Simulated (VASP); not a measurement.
# Si (Fd-3m) in VASP: further runs, part 2 of 2

VASP 6.6.1.

## Step 6: Relaxation of cell and atoms, PBEsol, target pressure 7.75 GPa, at which the enthalpy is minimised

This run uses another cell than the first one, of 19.98 Å³/atom, 0.996 times its volume.

INCAR

```
SYSTEM = Si
PREC     = Accurate       ! precision mode
ENCUT    = 500            ! plane-wave cutoff, eV
EDIFF    = 1E-7           ! SCF threshold, eV
ISMEAR   = 0              ! smearing method
SIGMA    = 0.1            ! smearing width, eV
LREAL    = .False.        ! projectors in reciprocal space
LASPH    = .True.         ! aspherical terms in the spheres
NELM     = 120            ! most SCF steps
ALGO     = Normal         ! electronic algorithm
ISIF     = 3              ! what is computed and relaxed
LWAVE    = .False.        ! write WAVECAR
LCHARG   = .False.        ! write CHGCAR
GGA      = PS             ! functional
IBRION   = 2              ! ionic algorithm
NSW      = 80             ! ionic steps
EDIFFG   = -0.05          ! ionic threshold
PSTRESS  = 77.5         
GGA_COMPAT= .False.      
NELMIN   = 4
```

KPOINTS

```
Automatic mesh
0
Gamma
  6 6 6
  0 0 0
```

POSCAR

```
Si
1.0
    0.0000000000      2.7135600000      2.7135600000
    2.7135600000      0.0000000000      2.7135600000
    2.7135600000      2.7135600000      0.0000000000
Si
2
Direct
    0.7500000000      0.7500000000      0.7500000000
    0.5000000000      0.5000000000      0.5000000000
```

Potentials or basis: VASP PAW PBE potentials, release 64 (Si).

Command:

```sh
> cat potpaw_PBE.64/Si/POTCAR > POTCAR
> mpirun -np 1 vasp_std > vasp.out
```

OUTCAR:

```text
SYSTEM = Si
   PREC = Accurate
   ENCUT = 500
   EDIFF = 1E-7
   ISMEAR = 0
   LREAL = .False.
   LASPH = .True.
   NELM = 120
   ISIF = 3
   GGA = PS
   IBRION = 2
   NSW = 80
   EDIFFG = -0.05
   PSTRESS = 77.5
   NELMIN = 4

 ion  position               nearest neighbor table
   1  0.750  0.750  0.750-   2 2.35   2 2.35   2 2.35   2 2.35
   2  0.500  0.500  0.500-   1 2.35   1 2.35   1 2.35   1 2.35

  LATTYP: Found a face centered cubic cell.
 ALAT       =     5.4271200000

  Lattice vectors:

 A1 = (   0.0000000000,   2.7135600000,   2.7135600000)
 A2 = (   2.7135600000,   0.0000000000,   2.7135600000)
 A3 = (   2.7135600000,   2.7135600000,   0.0000000000)

Analysis of symmetry for initial positions (statically):
=====================================================================
 Subroutine PRICEL returns:
 Original cell was already a primitive cell.

 Routine SETGRP: Setting up the symmetry group for a
 face centered cubic supercell.

 Subroutine GETGRP returns: Found 48 space group operations
 (whereof 24 operations were pure point group operations)
 out of a pool of 48 trial point group operations.

The static configuration has the point symmetry T_d .
 The point group associated with its full space group is O_h .

Analysis of symmetry for dynamics (positions and initial velocities):
=====================================================================
 Subroutine PRICEL returns:
 Original cell was already a primitive cell.

 Routine SETGRP: Setting up the symmetry group for a
 face centered cubic supercell.

 Subroutine GETGRP returns: Found 48 space group operations
 (whereof 24 operations were pure point group operations)
 out of a pool of 48 trial point group operations.

The dynamic configuration has the point symmetry T_d .
 The point group associated with its full space group is O_h .

 Subroutine INISYM returns: Found 48 space group operations
 (whereof 24 operations are pure point group operations),
 and found     1 'primitive' translations

----------------------------------------------------------------------------------------

                                     Primitive cell

  volume of cell :      39.9621

  direct lattice vectors                    reciprocal lattice vectors
     0.000000000  2.713560000  2.713560000    -0.184259792  0.184259792  0.184259792
     2.713560000  0.000000000  2.713560000     0.184259792 -0.184259792  0.184259792
     2.713560000  2.713560000  0.000000000     0.184259792  0.184259792 -0.184259792

  length of vectors
     3.837553354  3.837553354  3.837553354     0.319147321  0.319147321  0.319147321

  position of ions in fractional coordinates (direct lattice)
     0.750000000  0.750000000  0.750000000
     0.500000000  0.500000000  0.500000000

  ion indices of the primitive-cell ions
   primitive index   ion index
                 1           1
                 2           2

----------------------------------------------------------------------------------------

 KPOINTS: Automatic mesh

Automatic generation of k-mesh.
 Grid dimensions read from file:
 generate k-points for:    6    6    6

 Generating k-lattice:

  Cartesian coordinates                     Fractional coordinates (reciprocal lattice)
    -0.030709965  0.030709965  0.030709965     0.166666667  0.000000000  0.000000000
     0.030709965 -0.030709965  0.030709965     0.000000000  0.166666667  0.000000000
     0.030709965  0.030709965 -0.030709965     0.000000000  0.000000000  0.166666667

  Length of vectors
     0.053191220  0.053191220  0.053191220

  Shift w.r.t. Gamma in fractional coordinates (k-lattice)
     0.000000000  0.000000000  0.000000000

 Subroutine IBZKPT returns following result:
 ===========================================

 Found     16 irreducible k-points:

 Following reciprocal coordinates:
            Coordinates               Weight
  0.000000  0.000000  0.000000      1.000000
  0.166667  0.000000  0.000000      8.000000
  0.333333  0.000000  0.000000      8.000000
  0.500000  0.000000  0.000000      4.000000
  0.166667  0.166667  0.000000      6.000000
  0.333333  0.166667  0.000000     24.000000
[... 8 lines left out ...]
 -0.333333  0.333333  0.166667     24.000000
 -0.333333  0.500000  0.166667     12.000000
   k-points           NKPTS =     16   k-points in BZ     NKDIM =     16   number of bands    NBANDS=      8
   number of dos      NEDOS =    301   number of ions     NIONS =      2
   total plane-waves  NPLWV =  21952
   dimension x,y,z NGX =    28 NGY =   28 NGZ =   28
   dimension x,y,z NGXF=    56 NGYF=   56 NGZF=   56
   ions per type =               2
   NGX,Y,Z   is equivalent  to a cutoff of  12.13, 12.13, 12.13 a.u.
   NGXF,Y,Z  is equivalent  to a cutoff of  24.26, 24.26, 24.26 a.u.
 SYSTEM =  Si
   PREC   = accura    normal or accurate (medium, high low for compatibility)
   ISTART =      0    job   : 0-new  1-cont  2-samecut
   ICHARG =      2    charge: 1-file 2-atom 10-const
   ISPIN  =      1    spin polarized calculation?
   LNONCOLLINEAR =      F non collinear calculations
   LSORBIT =      F    spin-orbit coupling
   LASPH  =      T    aspherical Exc in radial PAW
   ENCUT  =  500.0 eV  36.75 Ry    6.06 a.u.   7.00  7.00  7.00*2*pi/ulx,y,z
   NELM   =    120;   NELMIN=  4; NELMDL= -5     # of ELM steps
   EDIFF  = 0.1E-06   stopping-criterion for ELM
   LREAL  =      F    real-space projection
   EDIFFG = -.5E-01   stopping-criterion for IOM
   NSW    =     80    number of steps for IOM
   IBRION =      2    ionic relax: 0-MD 1-quasi-New 2-CG
   NFREE  =      1    steps in history (QN), initial steepest desc. (CG)
   ISIF   =      3    stress and relaxation
   ISYM   =      2    0-nonsym 1-usesym 2-fastsym
   POTIM  = 0.5000    time-step for ionic-motion
   TEBEG  =    0.0;   TEEND  =   0.0 temperature during run
   PSTRESS=   77.5 pullay stress
   NELECT =       8.0000    total number of electrons
   NUPDOWN=      -1.0000    fix difference up-down
   EMIN   =  10.00;   EMAX   =-10.00  energy-range for DOS
   EFERMI =   0.00;   METHOD = LEGACY
   ISMEAR =     0;   SIGMA  =   0.10  broadening in eV -4-tet -1-fermi 0-gaus
   EFERMI_NEDOS =   21; number of points for ismear=-14 and -15
   IALGO  =     38    algorithm
   IMIX   =      4    mixing-type and parameters
     AMIX     =   0.40;   BMIX     =  1.00
     AMIX_MAG =   1.60;   BMIX_MAG =  1.00
  volume/ion in A,a.u.               =      19.98       134.84
  Fermi-wavevector in a.u.,A,eV,Ry     =   0.957684  1.809760 12.478691  0.917158
  Thomas-Fermi vector in A             =   2.086724
   LORBIT       =      0    0 simple, 1 ext, 2 COOP (PROOUT), +10 PAW based schemes
   GGA     = PS    functional components
   LHFCALC =     F    Hartree Fock is set to
   AEXX    =    0.0000 exact exchange contribution
   IVDW    =     0    specifies the selected vdW correction
   LEPSILON=     F    determine dielectric tensor
   LRPA    =     F    only Hartree local field effects (RPA)
 conjugate gradient relaxation of ions
 non-spin polarized calculation
 Gauss-broadening in eV      SIGMA  =   0.10
  energy-cutoff  :      500.00
  volume of cell :       39.96
 maximum number of plane-waves:      1032
   NGX = 13   NGY = 13   NGZ = 13

--------------------------------------- Ionic step        1  -------------------------------------------

 number of electron       8.0000001 magnetization

 Free energy of the ion-electron system (eV)
  ---------------------------------------------------
  ext. energy  EPLUGINS =         0.00000000
  ---------------------------------------------------
  free energy    TOTEN  =       -11.46728546 eV

  energy without entropy =      -11.46728494  energy(sigma->0) =      -11.46728520

------------------------ aborting loop because EDIFF is reached ----------------------------------------

  FORCE on cell =-STRESS in cart. coord.  units (eV):
  Direction    XX          YY          ZZ          XY          YZ          ZX
  --------------------------------------------------------------------------------------
  -------------------------------------------------------------------------------------
  Total        0.1312417      0.1312417      0.1312417      0.0000000      0.0000000      0.0000000
  in kB        5.2617984      5.2617984      5.2617984      0.0000000      0.0000000      0.0000000
  external PRESSURE =     -72.2382016 kB  Pullay stress =      77.5000000 kB
[... 25 lines left out ...]
--------------------------------------- Ionic step        2  -------------------------------------------

 number of electron       8.0000000 magnetization

 E-fermi :   7.3881     XC(G=0): -10.0773

 val. band max:        7.2577394888   @ k =   0.0000   0.0000   0.0000
 cond. band min:       7.5392837689   @ k =   0.5000   0.5000   0.0000
 fundamental gap:      0.2815442801
 Fermi energy:         7.3880773602

 k-point     1 :       0.0000    0.0000    0.0000
  band No.  band energies     occupation
      1      -5.7261      2.00000
      2       7.2577      1.93471
      3       7.2577      1.93471
      4       7.2577      1.93471
      5       9.8122      0.00000
      6       9.8122      0.00000
      7       9.8122      0.00000
      8      12.1914      0.00000
[... 200 lines left out ...]
--------------------------------------- Ionic step        3  -------------------------------------------

 number of electron       8.0000000 magnetization

 Free energy of the ion-electron system (eV)
  ---------------------------------------------------
  ext. energy  EPLUGINS =         0.00000000
  ---------------------------------------------------
  free energy    TOTEN  =       -11.40648802 eV

  energy without entropy =      -11.40647183  energy(sigma->0) =      -11.40647992

 E-fermi :   6.7099     XC(G=0):  -9.8072

 val. band max:        6.4952739913   @ k =   0.0000   0.0000   0.0000
 cond. band min:       6.9391992454   @ k =   0.5000   0.5000   0.0000
 fundamental gap:      0.4439252540
 Fermi energy:         6.7098511090

 k-point     1 :       0.0000    0.0000    0.0000
  band No.  band energies     occupation
      1      -5.9713      2.00000
      2       6.4953      1.99759
      3       6.4953      1.99759
      4       6.4953      1.99759
      5       9.0318      0.00000
      6       9.0318      0.00000
      7       9.0318      0.00000
      8      10.5965      0.00000
[... 196 lines left out ...]
  energy  without entropy=      -11.4064718276  energy(sigma->0) =      -11.40647992

  enthalpy is  TOTEN    =        -9.5944747368 eV   P V=        1.8120132803

 reached required accuracy - stopping structural energy minimisation
```

Run time: 16 s. Hardware: 1 thread of Intel Xeon 8259CL, shared host; peak memory 0.15 GiB.

Results:

```
Free energy                                            : -11.4065 eV
Relaxed volume                                         : 18.73 Å³/atom
Relaxed cell                                           : a = 3.756 Å, b = 3.756 Å, c = 3.756 Å, α = 60.00°, β = 60.00°, γ = 60.00°
Space group after relaxing (to 0.05 Å)                 : Fd-3m (No. 227)
Energy change on relaxing (the enthalpy is what falls) : +30.4 meV/atom
Ionic steps                                            : 3
Pressure after relaxing                                : 7.7 GPa
Band gap on the k mesh                                 : 0.44 eV, indirect (least direct gap 2.54 eV)
```

Step by step:
| step | energy change (eV) | largest force (eV/Å) | pressure (GPa) | volume (Å³) |
| --- | --- | --- | --- | --- |
| 1 | 0.0000 | 0.0000 | 0.53 | 39.96 |
| 2 | 0.2512 | 0.0000 | 17.43 | 34.97 |
| 3 | 0.0608 | 0.0000 | 7.65 | 37.46 |

Final structure:
```xyz
2
Lattice="0.0000 2.6557 2.6557 2.6557 0.0000 2.6557 2.6557 2.6557 0.0000" Properties=species:S:1:pos:R:3 pbc="T T T"
Si    3.9836    3.9836    3.9836
Si    2.6557    2.6557    2.6557
```

Caveat: the cell is relaxed towards a set pressure, so the enthalpy falls and the energy may rise; the PAW data sets were made with another functional, which shifts forces and pressure a little. Expect the measured gap to be larger: semilocal functionals such as PBEsol lack the derivative discontinuity.

## Step 7: Overview

```csv
task,level,cell,k mesh,cutoff (eV),smearing,gap on the mesh (eV),pressure (GPa)
single point,r2SCAN,"a = 3.842 Å, angles 60.0°, 2 atoms",12 × 12 × 12,520,gaussian 0.02 eV,0.78,0.3
single point,PBEsol,"a = 3.842 Å, angles 60.0°, 2 atoms",12 × 12 × 12,520,gaussian 0.02 eV,0.46,0.1
single point,PBEsol,"a = 3.753 Å, angles 60.0°, 2 atoms",6 × 6 × 6,500,gaussian 0.1 eV,0.44,8.0
relaxation of cell and atoms,PBEsol,"relaxed to 7.75 GPa from a = 3.753 Å, angles 60.0°, 2 atoms",6 × 6 × 6,500,gaussian 0.1 eV,0.44,8.0
relaxation of cell and atoms,PBEsol,"relaxed to 7.75 GPa from a = 3.838 Å, angles 60.0°, 2 atoms",6 × 6 × 6,500,gaussian 0.1 eV,0.44,7.7
```

Alike in all rows: potentials or basis VASP PAW PBE potentials, release 64 (Si); no spin polarisation.

Caveats: the PAW data sets were made with another functional, which shifts forces and pressure a little; the cell is relaxed towards a set pressure, so the enthalpy falls and the energy may rise (some runs); the relaxation stopped at its first step, so nothing moved (some runs).

Total energies depend on the potentials used, so only differences within one code and one set of settings carry meaning.
